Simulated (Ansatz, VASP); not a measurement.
# PtS2 in VASP and in Ansatz

```
Pt S
1.0
     3.55262    0.00000    0.00000
    -1.77631    3.07666    0.00000
     0.00000    0.00000    5.12283
Pt S
1 2
Direct
  0.00000 0.00000 0.00000
  0.33333 0.66667 0.23925
  0.66667 0.33333 0.76075
```

Alike in both runs: task single point; functional PBE; k mesh 6 × 6 × 4; occupations fermi-dirac, width 0.02 eV; non-collinear spin, spin-orbit coupling.

|  | VASP | Ansatz |
| --- | --- | --- |
| version | VASP 6.6.1 | Ansatz 0.2.0 |
| potentials or method | VASP PAW PBE potentials, release 64 (Pt, S) | plane waves, PAW |
| plane-wave cutoff (eV) | 500 | 420 |
| valence electrons in the cell | 22 | 30 |

|  | VASP | Ansatz | Ansatz less VASP |
| --- | --- | --- | --- |
| net moment per atom (μB) | 0.00 | 0.00 | 0.000 |

With one functional, cell and mesh, what is left measures potentials, basis and numerics. VASP's potentials hold 22 valence electrons a cell and Ansatz's 30, so a difference there can come from the potentials and not from the codes. Ansatz's warnings: optics gap not shown off mesh.
